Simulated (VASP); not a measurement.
# Ag2I3 (P-3m1) in VASP: notebook

The runs below take Ag2I3 through single point, relaxation of cell and atoms, with PBE.

All numbers are computed with VASP 6.6.1; they aren't measurements. Logs are shortened: lines on timing, memory, paths and dates and some standing lists are left out, and cuts for length are marked.

### 1 The cell of the first run

It takes space group P-3m1 (No. 164, trigonal). The conventional cell has a = 4.293 Å, b = 4.293 Å, c = 10.321 Å, α = 90.00°, β = 90.00°, γ = 120.00°. Within 3.8 Å of Ag (site symmetry 3m) lie 6 I at 2.90 to 3.12 Å. Within 4.1 Å of I (site symmetry -3m) lie 6 Ag at 3.12 Å. I (site symmetry 3m) has 3 Ag at 2.90 Å within 3.8 Å.

### 2 Single point, PBE

The input, INCAR:

```
SYSTEM = Ag2I3
PREC = Accurate
ENCUT = 520
EDIFF = 1E-7
ISMEAR = 0
SIGMA = 0.1
LREAL = .False.
LASPH = .True.
NELM = 60
ALGO = Normal
ISIF = 2
LWAVE = .False.
LCHARG = .True.
GGA = PE
LELF = .True.
LVHAR = .True.
NBANDS = 30
```

The input, KPOINTS:

```
regular mesh
0
Gamma
  6 6 2
  0 0 0
```

The input, POSCAR:

```
Ag2I3
1.0
    4.2932960037      0.0000000000      0.0000000000
   -2.1466480019      3.7181034052      0.0000000000
    0.0000000000      0.0000000000     10.3213822242
Ag I
2 3
Direct
    0.3333333333      0.6666666667      0.1837067985
    0.6666666667      0.3333333333      0.8162932015
    0.0000000000      0.0000000000      0.0000000000
    0.3333333333      0.6666666667      0.6708447992
    0.6666666667      0.3333333333      0.3291552008
```

Potentials or basis: VASP PAW PBE potentials, release 64 (Ag, I).

On the command line:

```console
> cat potpaw_PBE.64/Ag/POTCAR potpaw_PBE.64/I/POTCAR > POTCAR
> mpirun -np 1 vasp_std > vasp.out
```

OUTCAR:

```text
SYSTEM = Ag2I3
   PREC = Accurate
   ENCUT = 520
   EDIFF = 1E-7
   ISMEAR = 0
   LREAL = .False.
   LASPH = .True.
   NELM = 60
   ISIF = 2
   GGA = PE

 ion  position               nearest neighbor table
   1  0.333  0.667  0.184-   5 2.90   5 2.90   5 2.90   3 3.12   3 3.12   3 3.12
   2  0.667  0.333  0.816-   4 2.90   4 2.90   4 2.90   3 3.12   3 3.12   3 3.12
   3  0.000  0.000  0.000-   1 3.12   2 3.12   2 3.12   1 3.12   2 3.12   1 3.12
   4  0.333  0.667  0.671-   2 2.90   2 2.90   2 2.90
   5  0.667  0.333  0.329-   1 2.90   1 2.90   1 2.90

  LATTYP: Found a hexagonal cell.
 ALAT       =     4.2932960037
 C/A-ratio  =     2.4040695576

  Lattice vectors:

 A1 = (   4.2932960037,   0.0000000000,   0.0000000000)
 A2 = (  -2.1466480019,   3.7181034052,   0.0000000000)
 A3 = (   0.0000000000,   0.0000000000,  10.3213822242)

Analysis of symmetry for initial positions (statically):
=====================================================================
 Subroutine PRICEL returns:
 Original cell was already a primitive cell.

 Routine SETGRP: Setting up the symmetry group for a
 hexagonal supercell.

 Subroutine GETGRP returns: Found 12 space group operations
 (whereof 12 operations were pure point group operations)
 out of a pool of 24 trial point group operations.

The static configuration has the point symmetry D_3d.

Analysis of symmetry for dynamics (positions and initial velocities):
=====================================================================
 Subroutine PRICEL returns:
 Original cell was already a primitive cell.

 Routine SETGRP: Setting up the symmetry group for a
 hexagonal supercell.

 Subroutine GETGRP returns: Found 12 space group operations
 (whereof 12 operations were pure point group operations)
 out of a pool of 24 trial point group operations.

The dynamic configuration has the point symmetry D_3d.

 Subroutine INISYM returns: Found 12 space group operations
 (whereof 12 operations are pure point group operations),
 and found     1 'primitive' translations

----------------------------------------------------------------------------------------

                                     Primitive cell

  volume of cell :     164.7594

  direct lattice vectors                    reciprocal lattice vectors
     4.293296004  0.000000000  0.000000000     0.232921280  0.134477164  0.000000000
    -2.146648002  3.718103405  0.000000000     0.000000000  0.268954327  0.000000000
     0.000000000  0.000000000 10.321382224     0.000000000  0.000000000  0.096886248

  length of vectors
     4.293296004  4.293296004 10.321382224     0.268954327  0.268954327  0.096886248

  position of ions in fractional coordinates (direct lattice)
     0.333333333  0.666666667  0.183706798
     0.666666667  0.333333333  0.816293202
     0.000000000  0.000000000  0.000000000
     0.333333333  0.666666667  0.670844799
     0.666666667  0.333333333  0.329155201

  ion indices of the primitive-cell ions
   primitive index   ion index
                 1           1
                 2           2
                 3           3
                 4           4
                 5           5

----------------------------------------------------------------------------------------

 KPOINTS: regular mesh

Automatic generation of k-mesh.
 Grid dimensions read from file:
 generate k-points for:    6    6    2

 Generating k-lattice:

  Cartesian coordinates                     Fractional coordinates (reciprocal lattice)
     0.038820213  0.022412861  0.000000000     0.166666667  0.000000000  0.000000000
     0.000000000  0.044825721  0.000000000     0.000000000  0.166666667  0.000000000
     0.000000000  0.000000000  0.048443124     0.000000000  0.000000000  0.500000000

  Length of vectors
     0.044825721  0.044825721  0.048443124

  Shift w.r.t. Gamma in fractional coordinates (k-lattice)
     0.000000000  0.000000000  0.000000000

 Subroutine IBZKPT returns following result:
 ===========================================

 Found     14 irreducible k-points:

 Following reciprocal coordinates:
            Coordinates               Weight
  0.000000  0.000000  0.000000      1.000000
  0.166667  0.000000  0.000000      6.000000
  0.333333  0.000000  0.000000      6.000000
  0.500000  0.000000  0.000000      3.000000
  0.166667  0.166667  0.000000      6.000000
  0.333333  0.166667  0.000000     12.000000
  0.333333  0.333333  0.000000      2.000000
  0.000000  0.000000  0.500000      1.000000
  0.166667  0.000000  0.500000      6.000000
  0.333333  0.000000  0.500000      6.000000
  0.500000  0.000000  0.500000      3.000000
  0.166667  0.166667  0.500000      6.000000
  0.333333  0.166667  0.500000     12.000000
  0.333333  0.333333  0.500000      2.000000
   k-points           NKPTS =     14   k-points in BZ     NKDIM =     14   number of bands    NBANDS=     30
   number of dos      NEDOS =    301   number of ions     NIONS =      5
   total plane-waves  NPLWV =  81920
   dimension x,y,z NGX =    32 NGY =   32 NGZ =   80
   dimension x,y,z NGXF=    64 NGYF=   64 NGZF=  160
   ions per type =               2   3
   NGX,Y,Z   is equivalent  to a cutoff of  12.39, 12.39, 12.89 a.u.
   NGXF,Y,Z  is equivalent  to a cutoff of  24.78, 24.78, 25.77 a.u.
 SYSTEM =  Ag2I3
   PREC   = accura    normal or accurate (medium, high low for compatibility)
   ISTART =      0    job   : 0-new  1-cont  2-samecut
   ICHARG =      2    charge: 1-file 2-atom 10-const
   ISPIN  =      1    spin polarized calculation?
   LNONCOLLINEAR =      F non collinear calculations
   LSORBIT =      F    spin-orbit coupling
   LASPH  =      T    aspherical Exc in radial PAW
   ENCUT  =  520.0 eV  38.22 Ry    6.18 a.u.   7.98  7.98 19.19*2*pi/ulx,y,z
   NELM   =     60;   NELMIN=  2; NELMDL= -5     # of ELM steps
   EDIFF  = 0.1E-06   stopping-criterion for ELM
   LREAL  =      F    real-space projection
   EDIFFG = 0.1E-05   stopping-criterion for IOM
   NSW    =      0    number of steps for IOM
   IBRION =     -1    ionic relax: 0-MD 1-quasi-New 2-CG
   NFREE  =      0    steps in history (QN), initial steepest desc. (CG)
   ISIF   =      2    stress and relaxation
   ISYM   =      2    0-nonsym 1-usesym 2-fastsym
   POTIM  = 0.5000    time-step for ionic-motion
   TEBEG  =    0.0;   TEEND  =   0.0 temperature during run
   PSTRESS=    0.0 pullay stress
   NELECT =      43.0000    total number of electrons
   NUPDOWN=      -1.0000    fix difference up-down
   EMIN   =  10.00;   EMAX   =-10.00  energy-range for DOS
   EFERMI =   0.00;   METHOD = LEGACY
   ISMEAR =     0;   SIGMA  =   0.10  broadening in eV -4-tet -1-fermi 0-gaus
   EFERMI_NEDOS =   21; number of points for ismear=-14 and -15
   IALGO  =     38    algorithm
   IMIX   =      4    mixing-type and parameters
     AMIX     =   0.40;   BMIX     =  1.00
     AMIX_MAG =   1.60;   BMIX_MAG =  1.00
  volume/ion in A,a.u.               =      32.95       222.37
  Fermi-wavevector in a.u.,A,eV,Ry     =   1.046199  1.977029 14.892014  1.094532
  Thomas-Fermi vector in A             =   2.181027
   LORBIT       =      0    0 simple, 1 ext, 2 COOP (PROOUT), +10 PAW based schemes
   GGA     = PE    functional components
   LHFCALC =     F    Hartree Fock is set to
   AEXX    =    0.0000 exact exchange contribution
   IVDW    =     0    specifies the selected vdW correction
   LEPSILON=     F    determine dielectric tensor
   LRPA    =     F    only Hartree local field effects (RPA)
 non-spin polarized calculation
 Gauss-broadening in eV      SIGMA  =   0.10
  energy-cutoff  :      520.00
  volume of cell :      164.76
 maximum number of plane-waves:      4470
 NGX is ok and might be reduce to    32
   NGX = 15   NGY = 15   NGZ = 39

 number of electron      42.9999996 magnetization

 Free energy of the ion-electron system (eV)
  ---------------------------------------------------
  ext. energy  EPLUGINS =         0.00000000
  ---------------------------------------------------
  free energy    TOTEN  =       -10.71401120 eV

  energy without entropy =      -10.68157182  energy(sigma->0) =      -10.69779151

 E-fermi :   3.5412     XC(G=0):  -8.8701

 val. band max:        3.5143579457   @ k =   0.3333   0.1667   0.0000
 cond. band min:       3.5799318407   @ k =   0.1667   0.1667   0.0000
 fundamental gap:      0.0655738950
 Fermi energy:         3.5411839242

 k-point     1 :       0.0000    0.0000    0.0000
  band No.  band energies     occupation
      1      -9.1671      2.00000
      2      -8.5127      2.00000
      3      -8.5047      2.00000
      4      -0.7290      2.00000
      5      -0.4457      2.00000
      6      -0.4457      2.00000
[... 22 lines left out ...]
     29      10.8583      0.00000
     30      10.8583      0.00000

 k-point     2 :       0.1667    0.0000    0.0000
  band No.  band energies     occupation
      1      -9.0568      2.00000
      2      -8.4635      2.00000
      3      -8.4339      2.00000
      4      -0.7350      2.00000
      5      -0.5083      2.00000
      6      -0.4017      2.00000
[... 22 lines left out ...]
     29      10.8331      0.00000
     30      11.1428      0.00000

 k-point     3 :       0.3333    0.0000    0.0000
  band No.  band energies     occupation
      1      -8.8180      2.00000
      2      -8.3535      2.00000
      3      -8.2917      2.00000
      4      -0.7533      2.00000
      5      -0.5874      2.00000
      6      -0.3754      2.00000
[... 22 lines left out ...]
     29      10.4596      0.00000
     30      11.1211      0.00000

 k-point     4 :       0.5000    0.0000    0.0000
  band No.  band energies     occupation
      1      -8.6894      2.00000
      2      -8.2851      2.00000
      3      -8.2253      2.00000
      4      -1.0278      2.00000
      5      -0.4304      2.00000
      6      -0.4003      2.00000
[... 286 lines left out ...]
     29      10.7550      0.00000
     30      10.7588      0.00000

 k-point    13 :       0.3333    0.1667    0.5000
  band No.  band energies     occupation
      1      -8.6957      2.00000
      2      -8.2859      2.00000
      3      -8.2203      2.00000
      4      -0.8532      2.00000
      5      -0.5178      2.00000
      6      -0.3603      2.00000
[... 22 lines left out ...]
     29      10.8371      0.00000
     30      11.2008      0.00000

 k-point    14 :       0.3333    0.3333    0.5000
  band No.  band energies     occupation
      1      -8.6413      2.00000
      2      -8.2132      2.00000
      3      -8.2132      2.00000
      4      -0.5759      2.00000
      5      -0.5759      2.00000
      6      -0.4642      2.00000
[... 22 lines left out ...]
     29      11.3105      0.00000
     30      11.3105      0.00000

------------------------ aborting loop because EDIFF is reached ----------------------------------------

  FORCE on cell =-STRESS in cart. coord.  units (eV):
  Direction    XX          YY          ZZ          XY          YZ          ZX
  --------------------------------------------------------------------------------------
  -------------------------------------------------------------------------------------
  Total       -0.0041470     -0.0041470      0.0857666      0.0000000      0.0000000      0.0000000
  in kB       -0.0403264     -0.0403264      0.8340238      0.0000000      0.0000000      0.0000000
  external PRESSURE =       0.2511236 kB  Pullay stress =       0.0000000 kB

 VOLUME and BASIS-vectors are now :
 -----------------------------------------------------------------------------
  energy-cutoff  :      520.00
  volume of cell :      164.76
      direct lattice vectors                 reciprocal lattice vectors
     4.293296004  0.000000000  0.000000000     0.232921280  0.134477164  0.000000000
    -2.146648002  3.718103405  0.000000000     0.000000000  0.268954327  0.000000000
     0.000000000  0.000000000 10.321382224     0.000000000  0.000000000  0.096886248

 POSITION                                       TOTAL-FORCE (eV/Angst)
 -----------------------------------------------------------------------------------
     -0.00000      2.47874      1.89611        -0.000000      0.000000      0.007038
      2.14665      1.23937      8.42527         0.000000      0.000000     -0.007038
      0.00000      0.00000      0.00000         0.000000      0.000000     -0.000000
     -0.00000      2.47874      6.92405        -0.000000     -0.000000      0.023333
      2.14665      1.23937      3.39734         0.000000      0.000000     -0.023333
 -----------------------------------------------------------------------------------
    total drift:                                0.000000      0.000000      0.000000

  FREE ENERGIE OF THE ION-ELECTRON SYSTEM (eV)
  ---------------------------------------------------
  free  energy   TOTEN  =       -10.7140111963 eV

  energy  without entropy=      -10.6815718228  energy(sigma->0) =      -10.69779151
```

Run time: 50 s. Hardware: 1 thread of Intel Xeon Platinum 8559C (Emerald Rapids), shared host; peak memory 0.29 GiB.

What came out:

- Free energy: -10.7140 eV
- Pressure: 0.0 GPa
- Largest force: 0.023 eV/Å

Forces in eV/Å, atoms in the order of the input:
```
Ag   0.000  0.000  0.007
Ag   0.000  0.000 -0.007
I    0.000  0.000  0.000
I    0.000  0.000  0.023
I    0.000  0.000 -0.023
```

Caveat: spin-orbit coupling is left out, which moves the levels of the heavy elements; this functional lacks dispersion, which binds the layers, so the pressure and a relaxed spacing across them are unreliable; an odd number of electrons without spin polarisation forces a metal; a magnetic or distorted state may lie lower.

(Part 1 of 2 ends here.)
